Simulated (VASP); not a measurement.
# CaO (scan) (Fm-3m) in VASP: single point with r2SCAN

Aim: the single point of CaO (scan) with r2SCAN.

Everything below comes from runs of VASP 6.6.1. Logs are shortened: lines on timing, memory, paths and dates and some standing lists are left out, and cuts for length are marked.

## 1. The cell of the first run

Symmetry: Fm-3m, No. 225, cubic system. The conventional cell has a = 4.795 Å, b = 4.795 Å, c = 4.795 Å, α = 90.00°, β = 90.00°, γ = 90.00°. Ca (site symmetry m-3m) has 6 O at 2.40 Å within 3.2 Å. Within 3.2 Å of O (site symmetry m-3m) lie 6 Ca at 2.40 Å.

## 2. Single point, r2SCAN

The input, POSCAR:

```
CaO
1.0
    0.0000000000      2.3976771407      2.3976771407
    2.3976771407      0.0000000000      2.3976771407
    2.3976771407      2.3976771407      0.0000000000
Ca O
1 1
Direct
    0.0000000000      0.0000000000      0.0000000000
    0.5000000000      0.5000000000      0.5000000000
```

The input, INCAR.step1:

```
SYSTEM = CaO
PREC     = Accurate       ! precision mode
ENCUT    = 660            ! plane-wave cutoff, eV
ISMEAR   = 0              ! smearing method
SIGMA    = 0.02           ! smearing width, eV
LREAL    = .FALSE.        ! projectors in reciprocal space
LASPH    = .TRUE.         ! aspherical terms in the spheres
NELM     = 120            ! most SCF steps
NBANDS   = 15             ! bands
GGA      = PE             ! functional
ALGO     = Normal         ! electronic algorithm
EDIFF    = 1E-5           ! SCF threshold, eV
LWAVE    = .TRUE.         ! write WAVECAR
LCHARG   = .FALSE.        ! write CHGCAR
GGA_COMPAT= .FALSE.
```

The input, INCAR.step2:

```
SYSTEM = CaO
PREC     = Accurate       ! precision mode
ENCUT    = 660            ! plane-wave cutoff, eV
EDIFF    = 1E-6           ! SCF threshold, eV
ISMEAR   = 0              ! smearing method
SIGMA    = 0.02           ! smearing width, eV
LREAL    = .FALSE.        ! projectors in reciprocal space
LASPH    = .TRUE.         ! aspherical terms in the spheres
NELM     = 120            ! most SCF steps
ALGO     = Normal         ! electronic algorithm
ISIF     = 2              ! what is computed and relaxed
LWAVE    = .FALSE.        ! write WAVECAR
LCHARG   = .TRUE.         ! write CHGCAR
METAGGA  = R2SCAN         ! meta-GGA
LMIXTAU  = .TRUE.       
LELF     = .TRUE.         ! ELF
LVHAR    = .TRUE.       
NBANDS   = 15             ! bands
ISTART   = 1            
GGA_COMPAT= .FALSE.
```

The input, KPOINTS:

```
regular mesh
0
G
  8 8 8
  0 0 0
```

Potentials or basis: VASP PAW PBE potentials, release 64 (Ca_sv, O).

Started as:

```sh
$ cat potpaw_PBE.64/Ca_sv/POTCAR potpaw_PBE.64/O/POTCAR > POTCAR
$ cp INCAR.step1 INCAR
$ mpirun -np 1 vasp_std > vasp.out
$ cp INCAR.step2 INCAR
$ mpirun -np 1 vasp_std > vasp.out
```

OUTCAR:

```text
SYSTEM = CaO
   PREC = Accurate
   ENCUT = 660
   EDIFF = 1E-6
   ISMEAR = 0
   LREAL = .FALSE.
   LASPH = .TRUE.
   NELM = 120
   ISIF = 2
   METAGGA = R2SCAN
   ISTART = 1

 ion  position               nearest neighbor table
   1  0.000  0.000  0.000-   2 2.40   2 2.40   2 2.40   2 2.40   2 2.40   2 2.40
   2  0.500  0.500  0.500-   1 2.40   1 2.40   1 2.40   1 2.40   1 2.40   1 2.40

  LATTYP: Found a face centered cubic cell.
 ALAT       =     4.7953542814

  Lattice vectors:

 A1 = (   0.0000000000,   2.3976771407,   2.3976771407)
 A2 = (   2.3976771407,   0.0000000000,   2.3976771407)
 A3 = (   2.3976771407,   2.3976771407,   0.0000000000)

Analysis of symmetry for initial positions (statically):
=====================================================================
 Subroutine PRICEL returns:
 Original cell was already a primitive cell.

 Routine SETGRP: Setting up the symmetry group for a
 face centered cubic supercell.

 Subroutine GETGRP returns: Found 48 space group operations
[... 9 lines left out ...]

 Routine SETGRP: Setting up the symmetry group for a
 face centered cubic supercell.

 Subroutine GETGRP returns: Found 48 space group operations
[... 11 lines left out ...]
                                     Primitive cell

  volume of cell :      27.5678

  direct lattice vectors                    reciprocal lattice vectors
     0.000000000  2.397677141  2.397677141    -0.208535166  0.208535166  0.208535166
     2.397677141  0.000000000  2.397677141     0.208535166 -0.208535166  0.208535166
     2.397677141  2.397677141  0.000000000     0.208535166  0.208535166 -0.208535166

  length of vectors
     3.390827531  3.390827531  3.390827531     0.361193502  0.361193502  0.361193502

  position of ions in fractional coordinates (direct lattice)
     0.000000000  0.000000000  0.000000000
     0.500000000  0.500000000  0.500000000

  ion indices of the primitive-cell ions
   primitive index   ion index
                 1           1
                 2           2

----------------------------------------------------------------------------------------

 KPOINTS: regular mesh

Automatic generation of k-mesh.
 Grid dimensions read from file:
 generate k-points for:    8    8    8

 Generating k-lattice:

  Cartesian coordinates                     Fractional coordinates (reciprocal lattice)
    -0.026066896  0.026066896  0.026066896     0.125000000  0.000000000  0.000000000
     0.026066896 -0.026066896  0.026066896     0.000000000  0.125000000  0.000000000
     0.026066896  0.026066896 -0.026066896     0.000000000  0.000000000  0.125000000

  Length of vectors
     0.045149188  0.045149188  0.045149188

  Shift w.r.t. Gamma in fractional coordinates (k-lattice)
     0.000000000  0.000000000  0.000000000

 Subroutine IBZKPT returns following result:
 ===========================================

 Found     29 irreducible k-points:

 Following reciprocal coordinates:
            Coordinates               Weight
  0.000000  0.000000  0.000000      1.000000
  0.125000  0.000000  0.000000      8.000000
  0.250000  0.000000  0.000000      8.000000
  0.375000  0.000000  0.000000      8.000000
  0.500000  0.000000  0.000000      4.000000
  0.125000  0.125000  0.000000      6.000000
[... 16 lines left out ...]
  0.500000  0.250000  0.125000     48.000000
 -0.375000  0.250000  0.125000     24.000000
 [... further k-points ...]
   k-points           NKPTS =     29   k-points in BZ     NKDIM =     29   number of bands    NBANDS=     15
   number of dos      NEDOS =    301   number of ions     NIONS =      2
   total plane-waves  NPLWV =  21952
   dimension x,y,z NGX =    28 NGY =   28 NGZ =   28
   dimension x,y,z NGXF=    56 NGYF=   56 NGZF=   56
   ions per type =               1   1
   NGX,Y,Z   is equivalent  to a cutoff of  13.73, 13.73, 13.73 a.u.
   NGXF,Y,Z  is equivalent  to a cutoff of  27.46, 27.46, 27.46 a.u.
 SYSTEM =  CaO
   PREC   = accura    normal or accurate (medium, high low for compatibility)
   ISTART =      1    job   : 0-new  1-cont  2-samecut
   ICHARG =      0    charge: 1-file 2-atom 10-const
   ISPIN  =      1    spin polarized calculation?
   LNONCOLLINEAR =      F non collinear calculations
   LSORBIT =      F    spin-orbit coupling
   LASPH  =      T    aspherical Exc in radial PAW
   ENCUT  =  660.0 eV  48.51 Ry    6.96 a.u.   7.10  7.10  7.10*2*pi/ulx,y,z
   NELM   =    120;   NELMIN=  2; NELMDL=  0     # of ELM steps
   EDIFF  = 0.1E-05   stopping-criterion for ELM
   LREAL  =      F    real-space projection
   EDIFFG = 0.1E-04   stopping-criterion for IOM
   NSW    =      0    number of steps for IOM
   IBRION =     -1    ionic relax: 0-MD 1-quasi-New 2-CG
   NFREE  =      0    steps in history (QN), initial steepest desc. (CG)
   ISIF   =      2    stress and relaxation
   ISYM   =      2    0-nonsym 1-usesym 2-fastsym
   POTIM  = 0.5000    time-step for ionic-motion
   TEBEG  =    0.0;   TEEND  =   0.0 temperature during run
   PSTRESS=    0.0 pullay stress
   NELECT =      16.0000    total number of electrons
   NUPDOWN=      -1.0000    fix difference up-down
   EMIN   =  10.00;   EMAX   =-10.00  energy-range for DOS
   EFERMI =   0.00;   METHOD = LEGACY
   ISMEAR =     0;   SIGMA  =   0.02  broadening in eV -4-tet -1-fermi 0-gaus
   EFERMI_NEDOS =   21; number of points for ismear=-14 and -15
   IALGO  =     38    algorithm
   IMIX   =      4    mixing-type and parameters
     AMIX     =   0.40;   BMIX     =  1.00
     AMIX_MAG =   1.60;   BMIX_MAG =  1.00
  volume/ion in A,a.u.               =      13.78        93.02
  Fermi-wavevector in a.u.,A,eV,Ry     =   1.365570  2.580554 25.371910  1.864783
  Thomas-Fermi vector in A             =   2.491787
   LORBIT       =      0    0 simple, 1 ext, 2 COOP (PROOUT), +10 PAW based schemes
   METAGGA = R2SCAN    functional components
   LHFCALC =     F    Hartree Fock is set to
   AEXX    =    0.0000 exact exchange contribution
   IVDW    =     0    specifies the selected vdW correction
   LEPSILON=     F    determine dielectric tensor
   LRPA    =     F    only Hartree local field effects (RPA)
 non-spin polarized calculation
 Gauss-broadening in eV      SIGMA  =   0.02
  energy-cutoff  :      660.00
  volume of cell :       27.57
 maximum number of plane-waves:      1072
   NGX = 15   NGY = 15   NGZ = 15

 number of electron      15.9999997 magnetization

 Free energy of the ion-electron system (eV)
  ---------------------------------------------------
  ext. energy  EPLUGINS =         0.00000000
  ---------------------------------------------------
  free energy    TOTEN  =       -19.45861922 eV

  energy without entropy =      -19.45861922  energy(sigma->0) =      -19.45861922

 E-fermi :   2.2173     XC(G=0): -11.1103

 val. band max:        2.0512265257   @ k =   0.0000   0.0000   0.0000
 cond. band min:       6.2404134024   @ k =   0.5000   0.5000   0.0000
 fundamental gap:      4.1891868767
 Fermi energy:         2.2173074366

 k-point     1 :       0.0000    0.0000    0.0000
  band No.  band energies     occupation
      1     -36.9740      2.00000
      2     -16.8611      2.00000
      3     -16.8611      2.00000
      4     -16.8611      2.00000
      5     -14.4351      2.00000
      6       2.0512      2.00000
      7       2.0512      2.00000
      8       2.0512      2.00000
      9       7.5387      0.00000
     10       8.9238      0.00000
     11       8.9238      0.00000
     12       8.9238      0.00000
     13      10.5310      0.00000
     14      10.5310      0.00000
     15      17.8712      0.00000

 k-point     2 :       0.1250    0.0000    0.0000
  band No.  band energies     occupation
      1     -36.9588      2.00000
      2     -17.1101      2.00000
      3     -16.8687      2.00000
      4     -16.8687      2.00000
      5     -14.1771      2.00000
      6       1.5353      2.00000
      7       1.8415      2.00000
      8       1.8415      2.00000
      9       8.2201      0.00000
     10       8.8795      0.00000
     11       9.1970      0.00000
     12       9.1970      0.00000
     13      10.9082      0.00000
     14      10.9082      0.00000
     15      18.4793      0.00000

 k-point     3 :       0.2500    0.0000    0.0000
  band No.  band energies     occupation
      1     -36.9219      2.00000
      2     -17.5829      2.00000
      3     -16.8869      2.00000
      4     -16.8869      2.00000
      5     -13.6810      2.00000
      6       0.5422      2.00000
      7       1.3885      2.00000
      8       1.3885      2.00000
      9       8.9541      0.00000
     10       9.6995      0.00000
     11       9.9153      0.00000
     12       9.9153      0.00000
     13      11.8200      0.00000
     14      11.8200      0.00000
     15      18.8820      0.00000

 k-point     4 :       0.3750    0.0000    0.0000
  band No.  band energies     occupation
      1     -36.8846      2.00000
      2     -17.9615      2.00000
      3     -16.9050      2.00000
      4     -16.9050      2.00000
      5     -13.2762      2.00000
      6      -0.2672      2.00000
      7       0.9920      2.00000
      8       0.9920      2.00000
      9       9.4224      0.00000
     10      10.7489      0.00000
     11      10.7489      0.00000
     12      10.9394      0.00000
     13      12.8140      0.00000
     14      12.8140      0.00000
     15      17.8891      0.00000
[... 307 lines left out ...]
 k-point    22 :       0.3750    0.2500    0.1250
  band No.  band energies     occupation
      1     -36.8950      2.00000
      2     -17.6188      2.00000
      3     -17.0223      2.00000
      4     -16.9230      2.00000
      5     -13.6424      2.00000
      6       0.2425      2.00000
      7       1.2701      2.00000
      8       1.5461      2.00000
      9       8.0316      0.00000
     10       9.9420      0.00000
     11      10.6311      0.00000
     12      10.9764      0.00000
     13      11.8084      0.00000
     14      13.0719      0.00000
     15      19.3746      0.00000

 k-point    23 :       0.5000    0.2500    0.1250
  band No.  band energies     occupation
      1     -36.8655      2.00000
      2     -17.7811      2.00000
      3     -17.0872      2.00000
      4     -16.9610      2.00000
      5     -13.4929      2.00000
      6       0.0641      2.00000
      7       0.9765      2.00000
      8       1.2172      2.00000
      9       8.5519      0.00000
     10      10.2728      0.00000
     11      11.2452      0.00000
     12      11.3917      0.00000
     13      12.7869      0.00000
     14      14.0421      0.00000
     15      17.9162      0.00000

 k-point    24 :      -0.3750    0.2500    0.1250
  band No.  band energies     occupation
      1     -36.8533      2.00000
      2     -17.8461      2.00000
      3     -17.1015      2.00000
      4     -16.9876      2.00000
      5     -13.4358      2.00000
      6       0.0158      2.00000
      7       0.9266      2.00000
      8       0.9894      2.00000
      9       9.4611      0.00000
     10       9.5503      0.00000
     11      11.5463      0.00000
     12      11.7778      0.00000
     13      13.0844      0.00000
     14      14.8549      0.00000
     15      17.0206      0.00000

 [... further k-points ...]

------------------------ aborting loop because EDIFF is reached ----------------------------------------

  FORCE on cell =-STRESS in cart. coord.  units (eV):
  Direction    XX          YY          ZZ          XY          YZ          ZX
  --------------------------------------------------------------------------------------
  -------------------------------------------------------------------------------------
  Total        0.1476443      0.1476443      0.1476443      0.0000000      0.0000000      0.0000000
  in kB        8.5807465      8.5807465      8.5807465      0.0000000      0.0000000      0.0000000
  external PRESSURE =       8.5807465 kB  Pullay stress =       0.0000000 kB

 VOLUME and BASIS-vectors are now :
 -----------------------------------------------------------------------------
  energy-cutoff  :      660.00
  volume of cell :       27.57
      direct lattice vectors                 reciprocal lattice vectors
     0.000000000  2.397677141  2.397677141    -0.208535166  0.208535166  0.208535166
     2.397677141  0.000000000  2.397677141     0.208535166 -0.208535166  0.208535166
     2.397677141  2.397677141  0.000000000     0.208535166  0.208535166 -0.208535166

 POSITION                                       TOTAL-FORCE (eV/Angst)
 -----------------------------------------------------------------------------------
      0.00000      0.00000      0.00000         0.000000      0.000000      0.000000
      2.39768      2.39768      2.39768        -0.000000     -0.000000     -0.000000
 -----------------------------------------------------------------------------------
    total drift:                                0.000000      0.000000      0.000000

  FREE ENERGIE OF THE ION-ELECTRON SYSTEM (eV)
  ---------------------------------------------------
  free  energy   TOTEN  =       -19.4586192175 eV

  energy  without entropy=      -19.4586192175  energy(sigma->0) =      -19.45861922
```

It took 1.8 min on 1 thread of Intel Xeon 8259CL, shared host; peak memory 0.18 GiB.

Results:

| Property | Result |
| --- | --- |
| Free energy | -19.4586 eV |
| Pressure | 0.9 GPa |
| Band gap on the k mesh | 4.19 eV, indirect (least direct gap 4.56 eV) |

Levels at points of the mesh, in eV from the valence-band top:
```tsv
k point	band 5	band 6	band 7	band 8	band 9	band 10	band 11	band 12
(0.00, 0.00, 0.00)	-16.49	0.00	0.00	0.00	5.49	6.87	6.87	6.87
(0.50, 0.00, 0.00)	-15.18	-2.62	-1.21	-1.21	7.73	9.09	9.09	9.27
(0.50, 0.50, 0.00)	-16.27	-1.29	-0.37	-0.37	4.19	8.82	9.67	10.28
```

Caveat: the PAW data sets were made with another functional, which shifts forces and pressure a little. r2SCAN opens gaps a little over a GGA but as a rule still falls short of measured ones.
